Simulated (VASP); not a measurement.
# F (C2/m) in VASP: a series of runs

Runs on F. Level: PBEsol. Tasks: single point.

Program: VASP 6.6.1. These are calculated values, not measurements. Logs are shortened: lines on timing, memory, paths and dates and some standing lists are left out, and cuts for length are marked.

## Step 1: The cell of the first run

The structure is monoclinic, space group C2/m (No. 12). Conventional cell: a = 6.443 Å, b = 3.692 Å, c = 7.778 Å, α = 90.00°, β = 112.50°, γ = 90.00°. Within 1.9 Å of F (site symmetry m) lie 1 F at 1.41 Å. Within 1.9 Å of F (site symmetry m) lie 1 F at 1.45 Å.

## Step 2: Single point, PBEsol

The input, INCAR:

```
SYSTEM = F
PREC     = Accurate       ! precision mode
ENCUT    = 520            ! plane-wave cutoff, eV
EDIFF    = 1E-7           ! SCF threshold, eV
ISMEAR   = 0              ! smearing method
SIGMA    = 0.05           ! smearing width, eV
LREAL    = .FALSE.        ! projectors in reciprocal space
LASPH    = .TRUE.         ! aspherical terms in the spheres
NELM     = 60             ! most SCF steps
ALGO     = Normal         ! electronic algorithm
ISIF     = 2              ! what is computed and relaxed
LWAVE    = .FALSE.        ! write WAVECAR
LCHARG   = .TRUE.         ! write CHGCAR
GGA      = PS             ! functional
LELF     = .TRUE.         ! ELF
LVHAR    = .TRUE.       
NBANDS   = 22             ! bands
```

The input, KPOINTS:

```
regular mesh
0
G
  4 4 2
  0 0 0
```

The input, POSCAR:

```
F
1.0
    3.2121621389     -1.8461396707     -0.2477496550
    3.2121621389      1.8461396707     -0.2477496550
   -2.4153005499      0.0000000000      7.3932836948
F
4
Direct
    0.0848459664      0.0848459664      0.0900077731
    0.9151540336      0.9151540336      0.9099922269
    0.5015719855      0.5015719855      0.5937195244
    0.4984280145      0.4984280145      0.4062804756
```

Potentials or basis: VASP PAW PBE potentials, release 64 (F).

Run with:

```
cat potpaw_PBE.64/F/POTCAR > POTCAR
mpirun -np 1 vasp_std > vasp.out
```

OUTCAR:

```text
SYSTEM = F
   PREC = Accurate
   ENCUT = 520
   EDIFF = 1E-7
   ISMEAR = 0
   LREAL = .FALSE.
   LASPH = .TRUE.
   NELM = 60
   ISIF = 2
   GGA = PS

 ion  position               nearest neighbor table
   1  0.085  0.085  0.090-   2 1.41
   2  0.915  0.915  0.910-   1 1.41
   3  0.502  0.502  0.594-   4 1.45
   4  0.498  0.498  0.406-   3 1.45

  LATTYP: Found a base centered monoclinic cell.
 ALAT       =     6.4434045343
 B/A-ratio  =     0.5730323654
 C/A-ratio  =     1.2070962569
 COS(beta)  =    -0.3827161857

  Lattice vectors:

 A1 = (   3.2121621389,  -1.8461396707,  -0.2477496550)
 A2 = (   3.2121621389,   1.8461396707,  -0.2477496550)
 A3 = (  -2.4153005499,   0.0000000000,   7.3932836948)

Analysis of symmetry for initial positions (statically):
=====================================================================
 Subroutine PRICEL returns:
 Original cell was already a primitive cell.

 Routine SETGRP: Setting up the symmetry group for a
 base centered monoclinic supercell.

 Subroutine GETGRP returns: Found  4 space group operations
 (whereof  4 operations were pure point group operations)
 out of a pool of  4 trial point group operations.

The static configuration has the point symmetry C_2h.

Analysis of symmetry for dynamics (positions and initial velocities):
=====================================================================
 Subroutine PRICEL returns:
 Original cell was already a primitive cell.

 Routine SETGRP: Setting up the symmetry group for a
 base centered monoclinic supercell.

 Subroutine GETGRP returns: Found  4 space group operations
 (whereof  4 operations were pure point group operations)
 out of a pool of  4 trial point group operations.

The dynamic configuration has the point symmetry C_2h.

 Subroutine INISYM returns: Found  4 space group operations
 (whereof  4 operations are pure point group operations),
 and found     1 'primitive' translations

----------------------------------------------------------------------------------------

                                     Primitive cell

  volume of cell :      85.4764

[... 75 lines left out ...]
   ISPIN  =      1    spin polarized calculation?
   LNONCOLLINEAR =      F non collinear calculations
   LSORBIT =      F    spin-orbit coupling
   LASPH  =      T    aspherical Exc in radial PAW
   ENCUT  =  520.0 eV  38.22 Ry    6.18 a.u.   6.90  6.90 14.46*2*pi/ulx,y,z
   NELM   =     60;   NELMIN=  2; NELMDL= -5     # of ELM steps
   EDIFF  = 0.1E-06   stopping-criterion for ELM
   LREAL  =      F    real-space projection
   EDIFFG = 0.1E-05   stopping-criterion for IOM
   NSW    =      0    number of steps for IOM
   IBRION =     -1    ionic relax: 0-MD 1-quasi-New 2-CG
   NFREE  =      0    steps in history (QN), initial steepest desc. (CG)
   ISIF   =      2    stress and relaxation
   ISYM   =      2    0-nonsym 1-usesym 2-fastsym
   POTIM  = 0.5000    time-step for ionic-motion
   TEBEG  =    0.0;   TEEND  =   0.0 temperature during run
   PSTRESS=    0.0 pullay stress
   NELECT =      28.0000    total number of electrons
   NUPDOWN=      -1.0000    fix difference up-down
   EMIN   =  10.00;   EMAX   =-10.00  energy-range for DOS
   EFERMI =   0.00;   METHOD = LEGACY
   ISMEAR =     0;   SIGMA  =   0.05  broadening in eV -4-tet -1-fermi 0-gaus
   EFERMI_NEDOS =   21; number of points for ismear=-14 and -15
   IALGO  =     38    algorithm
   IMIX   =      4    mixing-type and parameters
     AMIX     =   0.40;   BMIX     =  1.00
     AMIX_MAG =   1.60;   BMIX_MAG =  1.00
  volume/ion in A,a.u.               =      21.37       144.21
  Fermi-wavevector in a.u.,A,eV,Ry     =   1.128527  2.132608 17.328027  1.273574
  Thomas-Fermi vector in A             =   2.265218
   LORBIT       =      0    0 simple, 1 ext, 2 COOP (PROOUT), +10 PAW based schemes
   GGA     = PS    functional components
   LHFCALC =     F    Hartree Fock is set to
   AEXX    =    0.0000 exact exchange contribution
   IVDW    =     0    specifies the selected vdW correction
   LEPSILON=     F    determine dielectric tensor
   LRPA    =     F    only Hartree local field effects (RPA)
 non-spin polarized calculation
 Gauss-broadening in eV      SIGMA  =   0.05
  energy-cutoff  :      520.00
  volume of cell :       85.48
 maximum number of plane-waves:      2320
   NGX = 13   NGY = 13   NGZ = 29

 number of electron      27.9999979 magnetization

 Free energy of the ion-electron system (eV)
  ---------------------------------------------------
  ext. energy  EPLUGINS =         0.00000000
  ---------------------------------------------------
  free energy    TOTEN  =        -7.76829010 eV

  energy without entropy =       -7.76829010  energy(sigma->0) =       -7.76829010

 E-fermi :  -5.8989     XC(G=0):  -6.3371

 val. band max:       -6.2459695756   @ k =   0.5000   0.5000   0.0000
 cond. band min:      -3.6589427374   @ k =   0.0000   0.0000   0.0000
 fundamental gap:      2.5870268382
 Fermi energy:        -5.8989207414

 k-point     1 :       0.0000    0.0000    0.0000
  band No.  band energies     occupation
      1     -31.0259      2.00000
      2     -30.5440      2.00000
      3     -24.8363      2.00000
      4     -24.4869      2.00000
      5     -12.6154      2.00000
      6     -12.1630      2.00000
[... 339 lines left out ...]
     21       8.2456      0.00000
     22       8.3592      0.00000

------------------------ aborting loop because EDIFF is reached ----------------------------------------

  FORCE on cell =-STRESS in cart. coord.  units (eV):
  Direction    XX          YY          ZZ          XY          YZ          ZX
  --------------------------------------------------------------------------------------
  -------------------------------------------------------------------------------------
  Total       -0.4064307     -0.2776663     -1.8563661      0.0000000      0.0000000      0.5927741
  in kB       -7.6181738     -5.2046022    -34.7958938      0.0000000      0.0000000     11.1110110
  external PRESSURE =     -15.8728899 kB  Pullay stress =       0.0000000 kB

 VOLUME and BASIS-vectors are now :
 -----------------------------------------------------------------------------
  energy-cutoff  :      520.00
  volume of cell :       85.48
      direct lattice vectors                 reciprocal lattice vectors
     3.212162139 -1.846139671 -0.247749655     0.159681904 -0.270835413  0.052166237
     3.212162139  1.846139671 -0.247749655     0.159681904  0.270835413  0.052166237
    -2.415300550  0.000000000  7.393283695     0.010701912  0.000000000  0.138754088

 POSITION                                       TOTAL-FORCE (eV/Angst)
 -----------------------------------------------------------------------------------
      0.32768      0.00000      0.62341         0.056046      0.000000      0.133361
      3.68134      0.00000      6.27437        -0.056046      0.000000     -0.133361
      1.78825      0.00000      4.14101         0.382741      0.000000     -1.225424
      2.22077      0.00000      2.75678        -0.382741      0.000000      1.225424
 -----------------------------------------------------------------------------------
    total drift:                                0.000000      0.000000     -0.000000

  FREE ENERGIE OF THE ION-ELECTRON SYSTEM (eV)
  ---------------------------------------------------
  free  energy   TOTEN  =        -7.7682900984 eV

  energy  without entropy=       -7.7682900984  energy(sigma->0) =       -7.76829010
```

stdout:

```text
POSCAR found type information on POSCAR F
 POSCAR found :  1 types and       4 ions
 scaLAPACK will be used
 -----------------------------------------------------------------------------
|                                                                             |
|                                                                             |
|     You enforced a specific xc type in the INCAR file but a different       |
|     I HOPE YOU KNOW WHAT YOU ARE DOING!                                     |
|                                                                             |
 -----------------------------------------------------------------------------

 LDA part: xc-table for (Slater+PW92), standard interpolation
 POSCAR, INCAR and KPOINTS ok, starting setup
 FFT: planning ... GRIDC
 FFT: planning ... GRID_SOFT
 FFT: planning ... GRID
 WAVECAR not read
 entering main loop
```

Wall time 12 s (1 thread of Intel Xeon 6975P-C (Granite Rapids), shared host); peak memory 0.19 GiB.

Results:

```
Free energy            : -7.7683 eV
Pressure               : -1.6 GPa
Largest force          : 1.284 eV/Å
Band gap on the k mesh : 2.59 eV, indirect (least direct gap 2.63 eV)
```

Forces in eV/Å, atoms in the order of the input:
```
F    0.056  0.000  0.133
F   -0.056  0.000 -0.133
F    0.383  0.000 -1.225
F   -0.383  0.000  1.225
```

Levels at points of the mesh, in eV from the valence-band top:
```csv
k point,band 10,band 11,band 12,band 13,band 14,band 15,band 16,band 17,band 18,band 19
"(0.00, 0.00, 0.00)",-3.23,-0.33,-0.23,-0.10,-0.04,2.59,3.53,8.52,10.97,11.65
"(0.50, 0.00, 0.00)",-3.31,-0.38,-0.32,-0.19,-0.10,2.76,3.47,12.21,12.31,13.77
"(0.50, 0.50, 0.00)",-3.29,-0.35,-0.28,-0.12,0.00,2.74,3.45,12.60,12.67,12.80
"(0.00, 0.00, 0.50)",-3.23,-0.33,-0.23,-0.12,-0.04,2.69,3.40,9.31,9.33,14.31
"(0.50, 0.00, 0.50)",-3.30,-0.43,-0.33,-0.16,-0.05,2.71,3.50,12.09,12.87,13.19
"(0.50, 0.50, 0.50)",-3.32,-0.38,-0.24,-0.15,-0.04,2.75,3.47,12.15,12.23,14.14
```

Caveat: the k points lie up to 0.50 Å⁻¹ apart; the PAW data sets were made with another functional, which shifts forces and pressure a little.

## Step 3: Single point, PBEsol

The input, INCAR:

```
SYSTEM = F
PREC = Accurate ; ENCUT = 520
EDIFF = 1E-6 ; ISMEAR = 0
SIGMA = 0.05 ; LREAL = .FALSE.
LASPH = .TRUE. ; NELM = 80
ALGO = Normal ; ISIF = 2
LWAVE = .FALSE. ; LCHARG = .FALSE.
GGA = PS ; NBANDS = 22
```

The input, KPOINTS:

```
Automatic mesh
0
G
  4 4 2
  0 0 0
```

POSCAR: that of step 2 with these lines changed.

```diff
@@ -8,4 +8,4 @@
 Direct
-    0.0848459664      0.0848459664      0.0900077731
-    0.9151540336      0.9151540336      0.9099922269
+    0.0848459664      0.0848459664      0.0780195948
+    0.9151540336      0.9151540336      0.9219804052
     0.5015719855      0.5015719855      0.5937195244
```

Potentials or basis: VASP PAW PBE potentials, release 64 (F).

Run with:

```
cat potpaw_PBE.64/F/POTCAR > POTCAR
mpirun -np 1 vasp_std > vasp.out
```

OUTCAR:

```text
SYSTEM = F
   PREC = Accurate
   ENCUT = 520
   EDIFF = 1E-6
   ISMEAR = 0
   LREAL = .FALSE.
   LASPH = .TRUE.
   NELM = 80
   ISIF = 2
   GGA = PS

 ion  position               nearest neighbor table
   1  0.085  0.085  0.078-   2 1.29
   2  0.915  0.915  0.922-   1 1.29
   3  0.502  0.502  0.594-   4 1.45
   4  0.498  0.498  0.406-   3 1.45

  LATTYP: Found a base centered monoclinic cell.
 ALAT       =     6.4434045343
 B/A-ratio  =     0.5730323654
 C/A-ratio  =     1.2070962569
 COS(beta)  =    -0.3827161857

  Lattice vectors:

 A1 = (   3.2121621389,  -1.8461396707,  -0.2477496550)
 A2 = (   3.2121621389,   1.8461396707,  -0.2477496550)
 A3 = (  -2.4153005499,   0.0000000000,   7.3932836948)

Analysis of symmetry for initial positions (statically):
=====================================================================
 Subroutine PRICEL returns:
 Original cell was already a primitive cell.

 Routine SETGRP: Setting up the symmetry group for a
 base centered monoclinic supercell.

 Subroutine GETGRP returns: Found  4 space group operations
 (whereof  4 operations were pure point group operations)
 out of a pool of  4 trial point group operations.

The static configuration has the point symmetry C_2h.

Analysis of symmetry for dynamics (positions and initial velocities):
=====================================================================
 Subroutine PRICEL returns:
 Original cell was already a primitive cell.

 Routine SETGRP: Setting up the symmetry group for a
 base centered monoclinic supercell.

 Subroutine GETGRP returns: Found  4 space group operations
 (whereof  4 operations were pure point group operations)
 out of a pool of  4 trial point group operations.

[... 106 lines left out ...]
   EMIN   =  10.00;   EMAX   =-10.00  energy-range for DOS
   EFERMI =   0.00;   METHOD = LEGACY
   ISMEAR =     0;   SIGMA  =   0.05  broadening in eV -4-tet -1-fermi 0-gaus
   EFERMI_NEDOS =   21; number of points for ismear=-14 and -15
   IALGO  =     38    algorithm
   IMIX   =      4    mixing-type and parameters
     AMIX     =   0.40;   BMIX     =  1.00
     AMIX_MAG =   1.60;   BMIX_MAG =  1.00
  volume/ion in A,a.u.               =      21.37       144.21
  Fermi-wavevector in a.u.,A,eV,Ry     =   1.128527  2.132608 17.328027  1.273574
  Thomas-Fermi vector in A             =   2.265218
   LORBIT       =      0    0 simple, 1 ext, 2 COOP (PROOUT), +10 PAW based schemes
   GGA     = PS    functional components
   LHFCALC =     F    Hartree Fock is set to
   AEXX    =    0.0000 exact exchange contribution
   IVDW    =     0    specifies the selected vdW correction
   LEPSILON=     F    determine dielectric tensor
   LRPA    =     F    only Hartree local field effects (RPA)
 non-spin polarized calculation
 Gauss-broadening in eV      SIGMA  =   0.05
  energy-cutoff  :      520.00
  volume of cell :       85.48
 maximum number of plane-waves:      2320
   NGX = 13   NGY = 13   NGZ = 29

 number of electron      27.9999994 magnetization

 Free energy of the ion-electron system (eV)
  ---------------------------------------------------
  ext. energy  EPLUGINS =         0.00000000
  ---------------------------------------------------
  free energy    TOTEN  =        -7.38102200 eV

  energy without entropy =       -7.38102200  energy(sigma->0) =       -7.38102200

 E-fermi :  -5.4498     XC(G=0):  -6.2889

 val. band max:       -5.7219227741   @ k =   0.5000   0.5000   0.0000
 cond. band min:      -3.5058497869   @ k =   0.0000   0.0000   0.0000
 fundamental gap:      2.2160729872
 Fermi energy:        -5.4497531879

 k-point     1 :       0.0000    0.0000    0.0000
  band No.  band energies     occupation
      1     -33.1219      2.00000
      2     -30.4646      2.00000
      3     -24.7433      2.00000
      4     -23.6194      2.00000
      5     -13.0461      2.00000
      6     -12.2019      2.00000
[... 339 lines left out ...]
     21       8.1992      0.00000
     22       8.4274      0.00000

------------------------ aborting loop because EDIFF is reached ----------------------------------------

  FORCE on cell =-STRESS in cart. coord.  units (eV):
  Direction    XX          YY          ZZ          XY          YZ          ZX
  --------------------------------------------------------------------------------------
  -------------------------------------------------------------------------------------
  Total        2.3243998     -0.2811987      4.2175730      0.0000000      0.0000000      4.6678403
  in kB       43.5687585     -5.2708142     79.0545680      0.0000000      0.0000000     87.4944181
  external PRESSURE =      39.1175041 kB  Pullay stress =       0.0000000 kB

 VOLUME and BASIS-vectors are now :
 -----------------------------------------------------------------------------
  energy-cutoff  :      520.00
  volume of cell :       85.48
      direct lattice vectors                 reciprocal lattice vectors
     3.212162139 -1.846139671 -0.247749655     0.159681904 -0.270835413  0.052166237
     3.212162139  1.846139671 -0.247749655     0.159681904  0.270835413  0.052166237
    -2.415300550  0.000000000  7.393283695     0.010701912  0.000000000  0.138754088

 POSITION                                       TOTAL-FORCE (eV/Angst)
 -----------------------------------------------------------------------------------
      0.35664      0.00000      0.53478         3.824401      0.000000      5.802125
      3.65239      0.00000      6.36300        -3.824401      0.000000     -5.802125
      1.78825      0.00000      4.14101         0.368091      0.000000     -1.239646
      2.22077      0.00000      2.75678        -0.368091      0.000000      1.239646
 -----------------------------------------------------------------------------------
    total drift:                                0.000000      0.000000     -0.000000

  FREE ENERGIE OF THE ION-ELECTRON SYSTEM (eV)
  ---------------------------------------------------
  free  energy   TOTEN  =        -7.3810219997 eV

  energy  without entropy=       -7.3810219997  energy(sigma->0) =       -7.38102200
```

OSZICAR:

```text
N       E                     dE             d eps       ncg     rms          rms(c)
DAV:   1     0.182463455574E+03    0.18246E+03   -0.14867E+04   624   0.114E+03
DAV:   2     0.651704138794E+00   -0.18181E+03   -0.17573E+03   818   0.277E+02
DAV:   3    -0.916364528630E+01   -0.98153E+01   -0.97681E+01   750   0.644E+01
DAV:   4    -0.922314467473E+01   -0.59499E-01   -0.59492E-01   646   0.566E+00
DAV:   5    -0.922352949757E+01   -0.38482E-03   -0.38482E-03   746   0.443E-01    0.113E+01
DAV:   6    -0.783811863957E+01    0.13854E+01   -0.52988E-01   634   0.736E+00    0.632E+00
DAV:   7    -0.738271065222E+01    0.45541E+00   -0.69610E-01   622   0.794E+00    0.762E-01
DAV:   8    -0.738081411172E+01    0.18965E-02   -0.88376E-02   688   0.206E+00    0.137E-01
DAV:   9    -0.738095988246E+01   -0.14577E-03   -0.10864E-03   646   0.252E-01    0.733E-02
DAV:  10    -0.738103284423E+01   -0.72962E-04   -0.27994E-04   678   0.139E-01    0.268E-02
DAV:  11    -0.738102610112E+01    0.67431E-05   -0.45150E-05   664   0.581E-02    0.116E-02
DAV:  12    -0.738102358721E+01    0.25139E-05   -0.56259E-06   688   0.189E-02    0.609E-03
DAV:  13    -0.738102188918E+01    0.16980E-05   -0.35374E-06   618   0.142E-02    0.195E-03
DAV:  14    -0.738102199966E+01   -0.11048E-06   -0.29289E-07   452   0.486E-03
   1 F= -.73810220E+01 E0= -.73810220E+01  d E =-.135481E-15
```

Run time: 11 s. Hardware: 1 thread of Intel Xeon 6975P-C (Granite Rapids), shared host; peak memory 0.19 GiB.

What came out:

| Property | Result |
| --- | --- |
| Free energy | -7.3810 eV |
| Pressure | 3.9 GPa |
| Largest force | 6.949 eV/Å |
| Band gap on the k mesh | 2.22 eV, indirect (least direct gap 2.26 eV) |

Forces on the atoms (eV/Å):
```
F    3.824  0.000  5.802
F   -3.824  0.000 -5.802
F    0.368  0.000 -1.240
F   -0.368  0.000  1.240
```

Caveat: the k points lie up to 0.50 Å⁻¹ apart; the PAW data sets were made with another functional, which shifts forces and pressure a little. PBEsol gaps usually lie below the measured ones, often by a third to a half.

(Part 1 of 2 ends here.)
